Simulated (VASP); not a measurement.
# SnO2 (P6_3/mmc) in VASP: further runs, part 2 of 2

VASP 6.6.1.

### Step 4. Single point, PBE+D3(BJ)

This run uses another cell than the first one, of 15.01 Å³/atom.

The input, INCAR:

```
PREC = Accurate
ENCUT = 520
EDIFF = 1E-6
ISMEAR = 0
SIGMA = 0.05
LREAL = F
LASPH = T
NELM = 100
ALGO = Normal
ISIF = 2
LWAVE = F
LCHARG = F
GGA = PE
IVDW = 12
NBANDS = 35
```

The input, KPOINTS:

```
regular mesh
0
Gamma
  12 12 4
```

The input, POSCAR:

```
SnO2
1.0
    3.1846371011      0.0000000000      0.0000000000
   -1.5923185505      2.7579766314      0.0000000000
    0.0000000000      0.0000000000     10.2508826396
Sn O
2 4
Direct
    0.0000000000      0.0000000000      0.5000000000
    0.0000000000      0.0000000000      0.0000000000
    0.6666666667      0.3333333333      0.4018520904
    0.6666666667      0.3333333333      0.0981479096
    0.3333333333      0.6666666667      0.5981479096
    0.3333333333      0.6666666667      0.9018520904
```

The run is started by

```bash
$ cat potpaw_PBE.64/Sn_d/POTCAR potpaw_PBE.64/O/POTCAR > POTCAR
$ mpirun -np 1 vasp_std > vasp.out
```

It took 2.2 min on 1 thread of Intel Xeon Platinum 8488C (Sapphire Rapids), shared host; peak memory 0.3 GiB.

The run converged. Its results:

| Quantity | Value |
| --- | --- |
| Free energy | -37.2553 eV |
| Pressure | 4.2 GPa |
| Largest force | 0.347 eV/Å |
| Band gap on the k mesh | 2.21 eV (least direct gap 2.62 eV) |
| Dispersion energy per atom | -0.169 eV |

Forces on the atoms (eV/Å):
```
Sn   0.000  0.000  0.000
Sn   0.000  0.000  0.000
O    0.000  0.000 -0.347
O    0.000  0.000  0.347
O    0.000  0.000  0.347
O    0.000  0.000 -0.347
```

Stress tensor (GPa, compression positive):
```
5.15 0.00 0.00
0.00 5.15 0.00
0.00 0.00 2.42
```

Levels at points of the mesh, in eV from the valence-band top:
| k point | band 24 | band 25 | band 26 | band 27 | band 28 | band 29 |
| --- | --- | --- | --- | --- | --- | --- |
| (0.00, 0.00, 0.00) | -0.91 | -0.91 | -0.41 | 2.21 | 3.13 | 5.52 |
| (0.50, 0.00, 0.00) | -0.63 | -0.57 | -0.08 | 5.38 | 5.57 | 7.02 |
| (0.00, 0.00, 0.50) | -0.93 | -0.86 | -0.86 | 2.69 | 2.69 | 5.76 |
| (0.50, 0.00, 0.50) | -0.60 | -0.32 | -0.32 | 5.47 | 5.47 | 7.38 |

Caveat: the cell stands under pressure; spin-orbit coupling is left out, which moves the levels of the heavy elements.

### Step 5. Single point, PBE+D3(BJ)

This run uses another cell than the first one, of 15.77 Å³/atom.

The input, INCAR:

```
PREC     = Accurate       # precision mode
ENCUT    = 520            # plane-wave cutoff, eV
EDIFF    = 1E-6           # SCF threshold, eV
ISMEAR   = 0              # smearing method
SIGMA    = 0.05           # smearing width, eV
LREAL    = F              # projectors in reciprocal space
LASPH    = T              # aspherical terms in the spheres
NELM     = 100            # most SCF steps
ALGO     = Normal         # electronic algorithm
ISIF     = 2              # what is computed and relaxed
LWAVE    = F              # write WAVECAR
LCHARG   = T              # write CHGCAR
GGA      = PE             # functional
IVDW     = 12             # dispersion correction
LELF     = T              # ELF
LVHAR    = T            
NBANDS   = 35             # bands
```

The input, KPOINTS:

```
Automatic mesh
0
Gamma
  12 12 4
```

POSCAR, as its differences from that of step 4:

```diff
@@ -2,5 +2,5 @@
 1.0
-    3.1846371011      0.0000000000      0.0000000000
-   -1.5923185505      2.7579766314      0.0000000000
-    0.0000000000      0.0000000000     10.2508826396
+    3.2379445286      0.0000000000      0.0000000000
+   -1.6189722643      2.8041422179      0.0000000000
+    0.0000000000      0.0000000000     10.4224714788
 Sn O
```

Potentials or basis: VASP PAW PBE potentials, release 64 (Sn_d, O).

The run is started by

```bash
$ cat potpaw_PBE.64/Sn_d/POTCAR potpaw_PBE.64/O/POTCAR > POTCAR
$ mpirun -np 1 vasp_std > vasp.out
```

OUTCAR:

```text
PREC = Accurate
   ENCUT = 520
   EDIFF = 1E-6
   ISMEAR = 0
   LREAL = F
   LASPH = T
   NELM = 100
   ISIF = 2
   GGA = PE
   IVDW = 12
 IVDW          = 12

 ion  position               nearest neighbor table
   1  0.000  0.000  0.500-   3 2.13   5 2.13   3 2.13   5 2.13   3 2.13   5 2.13
   2  0.000  0.000  0.000-   4 2.13   6 2.13   4 2.13   6 2.13   4 2.13   6 2.13
   3  0.667  0.333  0.402-   1 2.13   1 2.13   1 2.13
   4  0.667  0.333  0.098-   2 2.13   2 2.13   2 2.13
   5  0.333  0.667  0.598-   1 2.13   1 2.13   1 2.13
   6  0.333  0.667  0.902-   2 2.13   2 2.13   2 2.13
[... 1125 lines left out ...]
  -------------------------------------------------------------------------------------
  Total      -1.84860    -1.84860    -0.99815     0.00000    -0.00000     0.00000
  in kB     -31.29780   -31.29780   -16.89925     0.00000    -0.00000     0.00000
  external pressure =      -26.50 kB  Pullay stress =        0.00 kB

 VOLUME and BASIS-vectors are now :
 -----------------------------------------------------------------------------
  energy-cutoff  :      520.00
  volume of cell :       94.63
      direct lattice vectors                 reciprocal lattice vectors
     3.237944529  0.000000000  0.000000000     0.308837904  0.178307647  0.000000000
    -1.618972264  2.804142218  0.000000000     0.000000000  0.356615293  0.000000000
     0.000000000  0.000000000 10.422471479     0.000000000  0.000000000  0.095946533

 POSITION                                       TOTAL-FORCE (eV/Angst)
 -----------------------------------------------------------------------------------
      0.00000      0.00000      5.21124        -0.000000      0.000000      0.000000
      0.00000      0.00000      0.00000        -0.000000      0.000000      0.000000
      1.61897      0.93471      4.18829         0.000000     -0.000000      0.204973
      1.61897      0.93471      1.02294         0.000000      0.000000     -0.204973
     -0.00000      1.86943      6.23418        -0.000000      0.000000     -0.204973
     -0.00000      1.86943      9.39953        -0.000000      0.000000      0.204973
 -----------------------------------------------------------------------------------
    total drift:                                0.000000     -0.000000      0.000000

  FREE ENERGIE OF THE ION-ELECTRON SYSTEM (eV)
  ---------------------------------------------------
  free  energy   TOTEN  =       -37.2785966652 eV

  energy  without entropy=      -37.2785966652  energy(sigma->0) =      -37.27859667
```

stdout:

```text
POSCAR found type information on POSCAR SnO
 POSCAR found :  2 types and       6 ions
 scaLAPACK will be used
 LDA part: xc-table for (Slater+PW92), standard interpolation
 POSCAR, INCAR and KPOINTS ok, starting setup
 FFT: planning ... GRIDC
 FFT: planning ... GRID_SOFT
 FFT: planning ... GRID
 WAVECAR not read
 entering main loop
```

Run time: 2.4 min. Hardware: 1 thread of Intel Xeon Platinum 8488C (Sapphire Rapids), shared host; peak memory 0.29 GiB.

What came out:

- Free energy: -37.2786 eV
- Pressure: -2.6 GPa
- Largest force: 0.205 eV/Å
- Band gap on the k mesh: 1.91 eV (least direct gap 2.25 eV)
- Dispersion energy per atom: -0.160 eV

Forces in eV/Å, atoms in the order of the input:
```
Sn   0.000  0.000  0.000
Sn   0.000  0.000  0.000
O    0.000  0.000  0.205
O    0.000  0.000 -0.205
O    0.000  0.000 -0.205
O    0.000  0.000  0.205
```

Caveat: spin-orbit coupling is left out, which moves the levels of the heavy elements.

### Step 6. Single point, PBE+D3(BJ)

This run uses another cell than the first one, of 16.17 Å³/atom.

The input, INCAR:

```
ALGO = Normal ; EDIFF = 1E-6
ENCUT = 520 ; GGA = PE
ISIF = 2 ; ISMEAR = 0
IVDW = 12 ; LASPH = T
LCHARG = T ; LELF = T
LREAL = F ; LVHAR = T
LWAVE = F ; NBANDS = 35
NELM = 60 ; PREC = Accurate
SIGMA = 0.05
```

The input, KPOINTS:

```
k-points
0
Gamma
  12 12 4
```

POSCAR, as its differences from that of step 5:

```diff
@@ -2,5 +2,5 @@
 1.0
-    3.2379445286      0.0000000000      0.0000000000
-   -1.6189722643      2.8041422179      0.0000000000
-    0.0000000000      0.0000000000     10.4224714788
+    3.2649193715      0.0000000000      0.0000000000
+   -1.6324596857      2.8275031170      0.0000000000
+    0.0000000000      0.0000000000     10.5092995661
 Sn O
```

Potentials or basis: VASP PAW PBE potentials, release 64 (Sn_d, O).

The run is started by

```bash
$ cat potpaw_PBE.64/Sn_d/POTCAR potpaw_PBE.64/O/POTCAR > POTCAR
$ mpirun -np 1 vasp_std > vasp.out
```

Wall time 2.4 min (1 thread of Intel Xeon Platinum 8488C (Sapphire Rapids), shared host); peak memory 0.3 GiB.

The run converged. Its results:

- Free energy: -37.2199 eV
- Pressure: -5.5 GPa
- Largest force: 0.447 eV/Å
- Band gap on the k mesh: 1.77 eV (least direct gap 2.08 eV)
- Dispersion energy per atom: -0.156 eV

Forces in eV/Å, atoms in the order of the input:
```
Sn   0.000  0.000  0.000
Sn   0.000  0.000  0.000
O    0.000  0.000  0.447
O    0.000  0.000 -0.447
O    0.000  0.000 -0.447
O    0.000  0.000  0.447
```

Stress tensor (GPa, compression positive):
```
-6.58  0.00  0.00
 0.00 -6.58  0.00
 0.00  0.00 -3.40
```

Levels at points of the mesh, in eV from the valence-band top:
```csv
k point,band 22,band 23,band 24,band 25,band 26,band 27,band 28,band 29,band 30,band 31
"(0.00, 0.00, 0.00)",-0.96,-0.96,-0.92,-0.92,-0.31,1.77,2.60,5.14,5.57,10.28
"(0.50, 0.00, 0.00)",-1.14,-0.64,-0.58,-0.57,-0.08,4.70,4.86,6.64,7.31,9.60
"(0.00, 0.00, 0.50)",-0.94,-0.94,-0.94,-0.72,-0.72,2.21,2.21,5.36,5.36,10.48
"(0.50, 0.00, 0.50)",-1.36,-0.61,-0.61,-0.29,-0.29,4.78,4.78,6.96,6.96,9.79
```

Caveat: the cell stands under tension; spin-orbit coupling is left out, which moves the levels of the heavy elements.

### Step 7. The runs side by side

| cell | gap on the mesh (eV) | pressure (GPa) | largest force (eV/Å) |
| --- | --- | --- | --- |
| a = 3.131, b = 3.131, c = 10.078 Å, angles 90.0, 90.0, 120.0°, 6 atoms | 2.55 | 13.1 | 1.01 |
| a = 3.158, b = 3.158, c = 10.164 Å, angles 90.0, 90.0, 120.0°, 6 atoms | 2.38 | 8.4 | 0.67 |
| a = 3.185, b = 3.185, c = 10.251 Å, angles 90.0, 90.0, 120.0°, 6 atoms | 2.21 | 4.2 | 0.35 |
| a = 3.238, b = 3.238, c = 10.422 Å, angles 90.0, 90.0, 120.0°, 6 atoms | 1.91 | -2.6 | 0.20 |
| a = 3.265, b = 3.265, c = 10.509 Å, angles 90.0, 90.0, 120.0°, 6 atoms | 1.77 | -5.5 | 0.45 |

Alike in all rows: task single point; level PBE+D3(BJ); potentials or basis VASP PAW PBE potentials, release 64 (Sn_d, O); no spin polarisation; k mesh 12 × 12 × 4; cutoff (eV) 520; smearing gaussian 0.05 eV.

Caveats: spin-orbit coupling is left out, which moves the levels of the heavy elements; the stress differs along the axes, from 8 to 16 GPa (at least some runs); forces of over 1 eV/Å act on the atoms, so gaps and moduli don't describe the material at rest (at least some runs); the stress differs along the axes, from 5 to 10 GPa (at least some runs); the cell stands under pressure (at least some runs); the cell stands under tension (at least some runs).

Total energies depend on the potentials used, so only differences within one code and one set of settings carry meaning.
